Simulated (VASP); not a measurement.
# SrCaI2 (P4/mmm) in VASP: notebook, part 2 of 3

VASP 6.6.1.

### 3 Single point, PBE

This run uses another cell than the first one, of 22.22 Å³/atom, 0.664 times its volume.

Input file INCAR:

```
SYSTEM = SrCaI2
PREC     = Accurate       ! precision mode
ENCUT    = 520            ! plane-wave cutoff, eV
EDIFF    = 1E-6           ! SCF threshold, eV
ISMEAR   = 0              ! smearing method
SIGMA    = 0.1            ! smearing width, eV
LREAL    = .False.        ! projectors in reciprocal space
LASPH    = .True.         ! aspherical terms in the spheres
NELM     = 100            ! most SCF steps
ALGO     = Normal         ! electronic algorithm
ISIF     = 2              ! what is computed and relaxed
LWAVE    = .False.        ! write WAVECAR
LCHARG   = .False.        ! write CHGCAR
GGA      = PE             ! functional
NBANDS   = 25             ! bands
```

Input file KPOINTS:

```
Automatic mesh
0
Gamma
  6 6 4
  0 0 0
```

Input file POSCAR:

```
SrCaI2
1.0
    3.5990417600      0.0000000000      0.0000000000
    0.0000000000      3.5990417600      0.0000000000
    0.0000000000      0.0000000000      6.8610403700
Sr Ca I
1 1 2
Direct
    0.0000000000      0.0000000000      0.5000000000
    0.0000000000      0.0000000000      0.0000000000
    0.5000000000      0.5000000000      0.2549852700
    0.5000000000      0.5000000000      0.7450147300
```

Potentials or basis: VASP PAW PBE potentials, release 64 (Sr_sv, Ca_sv, I).

Started as:

```console
$ cat potpaw_PBE.64/Sr_sv/POTCAR potpaw_PBE.64/Ca_sv/POTCAR potpaw_PBE.64/I/POTCAR > POTCAR
$ mpirun -np 1 vasp_std > vasp.out
```

OUTCAR:

```text
SYSTEM = SrCaI2
   PREC = Accurate
   ENCUT = 520
   EDIFF = 1E-6
   ISMEAR = 0
   LREAL = .False.
   LASPH = .True.
   NELM = 100
   ISIF = 2
   GGA = PE

 ion  position               nearest neighbor table
   1  0.000  0.000  0.500-   3 3.05   4 3.05   3 3.05   4 3.05   3 3.05   4 3.05   3 3.05   4 3.05
                             2 3.43   2 3.43
   2  0.000  0.000  0.000-   3 3.09   4 3.09   3 3.09   4 3.09   3 3.09   4 3.09   3 3.09   4 3.09
                             1 3.43   1 3.43
   3  0.500  0.500  0.255-   1 3.05   1 3.05   1 3.05   1 3.05   2 3.09   2 3.09   2 3.09   2 3.09
                             4 3.36   4 3.50
   4  0.500  0.500  0.745-   1 3.05   1 3.05   1 3.05   1 3.05   2 3.09   2 3.09   2 3.09   2 3.09
                             3 3.36   3 3.50

  LATTYP: Found a simple tetragonal cell.
 ALAT       =     3.5990417600
 C/A-ratio  =     1.9063519758

  Lattice vectors:

 A1 = (   3.5990417600,   0.0000000000,   0.0000000000)
 A2 = (   0.0000000000,   3.5990417600,   0.0000000000)
 A3 = (   0.0000000000,   0.0000000000,   6.8610403700)

Analysis of symmetry for initial positions (statically):
=====================================================================
 Subroutine PRICEL returns:
 Original cell was already a primitive cell.

 Routine SETGRP: Setting up the symmetry group for a
 simple tetragonal supercell.

 Subroutine GETGRP returns: Found 16 space group operations
 (whereof 16 operations were pure point group operations)
 out of a pool of 16 trial point group operations.

The static configuration has the point symmetry D_4h.

Analysis of symmetry for dynamics (positions and initial velocities):
=====================================================================
 Subroutine PRICEL returns:
 Original cell was already a primitive cell.

 Routine SETGRP: Setting up the symmetry group for a
 simple tetragonal supercell.

 Subroutine GETGRP returns: Found 16 space group operations
 (whereof 16 operations were pure point group operations)
 out of a pool of 16 trial point group operations.

[... 120 lines left out ...]
   EFERMI_NEDOS =   21; number of points for ismear=-14 and -15
   IALGO  =     38    algorithm
   IMIX   =      4    mixing-type and parameters
     AMIX     =   0.40;   BMIX     =  1.00
     AMIX_MAG =   1.60;   BMIX_MAG =  1.00
  volume/ion in A,a.u.               =      22.22       149.93
  Fermi-wavevector in a.u.,A,eV,Ry     =   1.188447  2.245840 19.216960  1.412407
  Thomas-Fermi vector in A             =   2.324576
   LORBIT       =      0    0 simple, 1 ext, 2 COOP (PROOUT), +10 PAW based schemes
   GGA     = PE    functional components
   LHFCALC =     F    Hartree Fock is set to
   AEXX    =    0.0000 exact exchange contribution
   IVDW    =     0    specifies the selected vdW correction
   LEPSILON=     F    determine dielectric tensor
   LRPA    =     F    only Hartree local field effects (RPA)
 non-spin polarized calculation
 Gauss-broadening in eV      SIGMA  =   0.10
  energy-cutoff  :      520.00
  volume of cell :       88.87
 maximum number of plane-waves:      2417
 NGX is ok and might be reduce to    28
   NGX = 13   NGY = 13   NGZ = 25

 number of electron      34.0000001 magnetization

 Free energy of the ion-electron system (eV)
  ---------------------------------------------------
  ext. energy  EPLUGINS =         0.00000000
  ---------------------------------------------------
  free energy    TOTEN  =        -7.55205556 eV

  energy without entropy =       -7.53437230  energy(sigma->0) =       -7.54321393

 E-fermi :   9.9930     XC(G=0): -10.7804

 val. band max:        9.9913648839   @ k =   0.3333   0.0000   0.5000
 cond. band min:      10.0098784858   @ k =   0.5000   0.0000   0.0000
 fundamental gap:      0.0185136019
 Fermi energy:         9.9930077538

 k-point     1 :       0.0000    0.0000    0.0000
  band No.  band energies     occupation
      1     -31.7502      2.00000
      2     -25.8794      2.00000
      3     -12.9841      2.00000
      4     -12.8002      2.00000
      5     -12.8002      2.00000
      6      -8.7119      2.00000
[... 661 lines left out ...]
     24      13.1899      0.00000
     25      13.7091      0.00000

 [... further k-points ...]
[... 5 lines left out ...]
  --------------------------------------------------------------------------------------
  -------------------------------------------------------------------------------------
  Total       14.4486920     14.4486920     17.1580059      0.0000000      0.0000000     -0.0000000
  in kB      260.4805923    260.4805923    309.3240231      0.0000000      0.0000000     -0.0000000
  external PRESSURE =     276.7617359 kB  Pullay stress =       0.0000000 kB

 VOLUME and BASIS-vectors are now :
 -----------------------------------------------------------------------------
  energy-cutoff  :      520.00
  volume of cell :       88.87
      direct lattice vectors                 reciprocal lattice vectors
     3.599041760  0.000000000  0.000000000     0.277851736  0.000000000  0.000000000
     0.000000000  3.599041760  0.000000000     0.000000000  0.277851736  0.000000000
     0.000000000  0.000000000  6.861040370     0.000000000  0.000000000  0.145750491

 POSITION                                       TOTAL-FORCE (eV/Angst)
 -----------------------------------------------------------------------------------
      0.00000      0.00000      3.43052         0.000000      0.000000      0.000000
      0.00000      0.00000      0.00000         0.000000      0.000000      0.000000
      1.79952      1.79952      1.74946         0.000000      0.000000     -1.081485
      1.79952      1.79952      5.11158         0.000000     -0.000000      1.081485
 -----------------------------------------------------------------------------------
    total drift:                               -0.000000      0.000000      0.000000

  FREE ENERGIE OF THE ION-ELECTRON SYSTEM (eV)
  ---------------------------------------------------
  free  energy   TOTEN  =        -7.5520555572 eV

  energy  without entropy=       -7.5343722969  energy(sigma->0) =       -7.54321393
```

OSZICAR:

```text
N       E                     dE             d eps       ncg     rms          rms(c)
DAV:   1     0.250081570781E+03    0.25008E+03   -0.16026E+04  1500   0.127E+03
DAV:   2     0.935205709149E+01   -0.24073E+03   -0.23231E+03  1747   0.305E+02
DAV:   3    -0.721168369274E+01   -0.16564E+02   -0.16282E+02  2446   0.683E+01
DAV:   4    -0.793437630920E+01   -0.72269E+00   -0.72116E+00  2104   0.121E+01
DAV:   5    -0.794725714159E+01   -0.12881E-01   -0.12876E-01  2181   0.159E+00    0.300E+01
DAV:   6    -0.760387436762E+01    0.34338E+00   -0.77529E-01  1895   0.441E+00    0.153E+01
DAV:   7    -0.757334774071E+01    0.30527E-01   -0.47163E-01  1914   0.399E+00    0.325E+00
DAV:   8    -0.755533203210E+01    0.18016E-01   -0.10088E-01  1871   0.157E+00    0.900E-01
DAV:   9    -0.755192032986E+01    0.34117E-02   -0.19477E-02  1891   0.860E-01    0.211E-01
DAV:  10    -0.755206318200E+01   -0.14285E-03   -0.19388E-03  2092   0.247E-01    0.990E-02
DAV:  11    -0.755205187425E+01    0.11308E-04   -0.25124E-04  1923   0.867E-02    0.469E-02
DAV:  12    -0.755205560995E+01   -0.37357E-05   -0.28226E-05  1943   0.310E-02    0.848E-03
DAV:  13    -0.755205555724E+01    0.52706E-07   -0.25463E-06  1781   0.793E-03
   1 F= -.75520556E+01 E0= -.75432139E+01  d E =-.176833E-01
```

It took 39 s on 1 thread of AMD EPYC 7R13 (Zen 3), shared host; peak memory 0.21 GiB.

What came out:

```
Free energy            : -7.5521 eV
Pressure               : 27.7 GPa
Largest force          : 1.081 eV/Å
Band gap on the k mesh : zero (band 17 reaches 10.70 eV, above the bottom of band 18 at 8.61 eV)
```

Forces in eV/Å, atoms in the order of the input:
```
Sr   0.000  0.000  0.000
Ca   0.000  0.000  0.000
I    0.000  0.000 -1.081
I    0.000  0.000  1.081
```

Stress tensor (GPa, compression positive):
```
26.05  0.00  0.00
 0.00 26.05  0.00
 0.00  0.00 30.93
```

Caveat: spin-orbit coupling is left out, which moves the levels of the heavy elements; forces of over 1 eV/Å act on the atoms, so gaps and moduli don't describe the material at rest.

### 4 Single point, PBE

Input file INCAR:

```
SYSTEM = SrCaI2
  PREC = Accurate
  ENCUT = 520
  EDIFF = 1E-7
  ISMEAR = 0
  SIGMA = 0.1
  LREAL = .FALSE.
  LASPH = .TRUE.
  NELM = 100
  ALGO = Normal
  ISIF = 2
  LWAVE = .FALSE.
  LCHARG = .TRUE.
  GGA = PE
  LELF = .TRUE.
  LVHAR = .TRUE.
  NBANDS = 25
```

Input file KPOINTS:

```
Automatic mesh
0
G
  6 6 4
  0 0 0
```

Input file POSCAR:

```
SrCaI2
1.0
    4.0674073833      0.0000000000      0.0000000000
    0.0000000000      4.0674073833      0.0000000000
    0.0000000000      0.0000000000      8.0915425259
Sr Ca I
1 1 2
Direct
    0.0000000000      0.0000000000      0.5000000000
    0.0000000000      0.0000000000      0.0000000000
    0.5000000000      0.5000000000      0.2469531064
    0.5000000000      0.5000000000      0.7530468936
```

Started as:

```console
$ cat potpaw_PBE.64/Sr_sv/POTCAR potpaw_PBE.64/Ca_sv/POTCAR potpaw_PBE.64/I/POTCAR > POTCAR
$ mpirun -np 1 vasp_std > vasp.out
```

Run time: 58 s. Hardware: 1 thread of AMD EPYC 7R13 (Zen 3), shared host; peak memory 0.26 GiB.

Results (log left out):

| Item | Value |
| --- | --- |
| Free energy | -10.2413 eV |
| Pressure | 0.3 GPa |
| Band gap on the k mesh | zero (band 17 reaches 6.77 eV, above the bottom of band 18 at 5.67 eV) |

Forces on the atoms (eV/Å):
```
Sr   0.000  0.000  0.000
Ca   0.000  0.000  0.000
I    0.000  0.000  0.002
I    0.000  0.000 -0.002
```

Stress tensor (GPa, compression positive):
```
0.20 0.00 0.00
0.00 0.20 0.00
0.00 0.00 0.41
```

Levels at points of the mesh, in eV from the Fermi level:
| k point | band 15 | band 16 | band 17 | band 18 | band 19 | band 20 |
| --- | --- | --- | --- | --- | --- | --- |
| (0.00, 0.00, 0.00) | -4.33 | -4.30 | -1.13 | -0.71 | -0.68 | 0.30 |
| (0.50, 0.00, 0.00) | -4.30 | -3.81 | -1.34 | 0.30 | 0.74 | 1.29 |
| (0.50, 0.50, 0.00) | -6.15 | -3.78 | -1.35 | 0.77 | 1.01 | 1.01 |
| (0.00, 0.00, 0.50) | -4.28 | -4.28 | -0.37 | -0.25 | -0.10 | -0.07 |
| (0.50, 0.00, 0.50) | -4.10 | -4.09 | -0.26 | -0.21 | 1.06 | 1.11 |
| (0.50, 0.50, 0.50) | -5.22 | -5.21 | -0.46 | -0.45 | 0.97 | 0.97 |

Caveat: spin-orbit coupling is left out, which moves the levels of the heavy elements.

[end of part 2 of 3]
